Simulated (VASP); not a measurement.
The system is SrMg.

```
Sr Mg
1.0
     3.90000    0.00000    0.00000
     0.00000    3.90000    0.00000
     0.00000    0.00000    3.90000
Sr Mg
1 1
Direct
  0.50000 0.50000 0.50000
  0.00000 0.00000 0.00000
```

| Property | Result |
| --- | --- |
| Program | VASP 6.6.1 |
| Task | relaxation of cell and atoms |
| Functional | LDA |
| Potentials or basis | VASP PAW LDA potentials, release 64 (Sr_sv, Mg_sv) |
| Cutoff | 750 eV |
| k mesh | 10 × 10 × 10 |
| Occupations | fermi-dirac, width 0.1 eV |
| Spin | no spin polarisation |

At the start: pressure 3.3 GPa; volume 29.66 Å³/atom.

Problem. How do energy, volume and symmetry change on relaxing?

Solution. Over 19 steps the energy falls by 33.0 meV/atom and the volume is 33.18 Å³/atom (+11.9 %); space group Pm-3m (No. 221, to 0.1 Å) before and after.

The path:
| step | energy change (eV) | largest force (eV/Å) | pressure (GPa) | volume (Å³) |
| --- | --- | --- | --- | --- |
| 1 | 0.0000 | 0.0000 | 3.29 | 59.32 |
| 2 | -0.0628 | 0.0000 | 0.62 | 64.70 |
| 3 | -0.0659 | 0.0000 | -0.04 | 66.46 |
| 4 | -0.0659 | 0.0000 | 0.01 | 66.31 |
| 5 | -0.0659 | 0.0000 | 0.01 | 66.31 |
| 6 | -0.0659 | 0.0000 | 0.01 | 66.31 |
| 7 | -0.0659 | 0.0000 | 0.01 | 66.31 |
| 8 | -0.0659 | 0.0000 | 0.01 | 66.31 |
| 9 | -0.0659 | 0.0000 | 0.01 | 66.31 |
| 10 | -0.0659 | 0.0000 | 0.01 | 66.31 |
| 11 | -0.0659 | 0.0000 | 0.01 | 66.31 |
| 12 | -0.0659 | 0.0000 | 0.01 | 66.31 |
| 13 | -0.0659 | 0.0000 | 0.01 | 66.31 |
| 14 | -0.0659 | 0.0000 | 0.01 | 66.31 |
| 15 | -0.0659 | 0.0000 | 0.01 | 66.32 |
| 16 | -0.0659 | 0.0000 | 0.01 | 66.32 |
| 17 | -0.0659 | 0.0000 | 0.01 | 66.32 |
| 18 | -0.0659 | 0.0000 | 0.01 | 66.33 |
| 19 | -0.0659 | 0.0000 | 0.00 | 66.35 |

Final structure:
```xyz
2
Lattice="4.0484 0.0000 0.0000 0.0000 4.0484 0.0000 0.0000 0.0000 4.0484" Properties=species:S:1:pos:R:3 pbc="T T T"
Sr    2.0242    2.0242    2.0242
Mg    4.0484    0.0000    0.0000
```
